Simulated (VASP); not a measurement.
Fe: single point with LDA

Crystal: Fe.

```
CELL_PARAMETERS angstrom
2.38982 0.00000 0.00000
-1.19491 2.06964 0.00000
0.00000 0.00000 3.78136
ATOMIC_POSITIONS crystal
Fe 0.33333 0.66667 0.25000
Fe 0.66667 0.33333 0.75000
```

This isn't the form of Fe at room conditions, which is bcc.

* Program: VASP 6.6.1
* Task: single point
* Functional: LDA
* Potentials or basis: VASP PAW LDA potentials, release 64 (Fe)
* Cutoff: 520 eV
* k mesh: 22 × 22 × 12
* Occupations: gaussian, width 0.05 eV
* Spin: no spin polarisation
* Dipole correction: no
* Further INCAR settings: ALGO = Normal; EDIFF = 1e-06; NBANDS = 15

```json
{
 "Pressure": "7.1 GPa",
 "Band gap on the k mesh": "zero (bands 8 and 9 overlap by 2.15 eV)"
}
```

Stress tensor (GPa, compression positive):
```
7.14 0.00 0.00
0.00 7.14 0.00
0.00 0.00 6.92
```

Levels at points of the mesh, in eV from the Fermi level:
```tsv
k point	band 6	band 7	band 8	band 9	band 10	band 11
(0.00, 0.00, 0.00)	-1.35	-1.35	-0.96	-0.96	0.64	0.81
(0.50, 0.00, 0.00)	-1.71	-1.21	0.94	1.20	1.24	3.02
(0.00, 0.00, 0.50)	-2.02	-2.02	-2.02	0.37	0.37	0.37
(0.50, 0.00, 0.50)	-0.74	0.15	0.15	1.10	1.10	2.77
```

Wall time 110 s on 1 thread of Intel Xeon 8259CL, with other jobs on the host, peak memory 0.19 GiB.

Caveat: the cell stands under pressure; the run has no spin polarisation, though such a crystal can be magnetic. Spin polarisation is off, so any magnetic state and its effect on volume and gap are missing.
